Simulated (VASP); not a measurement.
Crystal: HfSi2O6.

```
CELL_PARAMETERS angstrom
4.95536 -2.50794 0.00000
4.95536 2.50794 0.00000
-0.17645 0.00000 5.88222
ATOMIC_POSITIONS crystal
Hf 0.45879 0.54121 0.00000
Si 0.51940 0.98656 0.65518
Si 0.01344 0.48060 0.34482
O 0.79160 0.42957 0.20228
O 0.30484 0.15509 0.43188
O 0.57043 0.20840 0.79772
O 0.12594 0.62858 0.18263
O 0.84491 0.69516 0.56812
O 0.37142 0.87406 0.81737
```

Base run:

```yaml
Program: VASP 6.6.1
Functional: PBE
Potentials_or_basis: VASP PAW PBE potentials, release 64 (Hf_pv, Si, O)
Cutoff: 520 eV
k_mesh: 6 × 6 × 4
Occupations: gaussian, width 0.02 eV
Spin: no spin polarisation
```

Its results: band gap on the k mesh 5.03 eV, indirect (least direct gap 5.29 eV); pressure -0.4 GPa; largest force 0.189 eV/Å.

Problem. The run is repeated on the same cell with these changes: functional from PBE to r2SCAN. What comes out?

Solution. Band gap on the k mesh 5.57 eV, indirect (least direct gap 5.83 eV); pressure -4.4 GPa; largest force 0.274 eV/Å.

r2SCAN gives the wider gap, since meta-GGAs in the generalised Kohn-Sham scheme recover part of the derivative discontinuity.

Caveats: spin-orbit coupling is left out, which moves the levels of the heavy elements; the PAW data sets were made with another functional, which shifts forces and pressure a little (some runs).

A k mesh can miss the band edges.
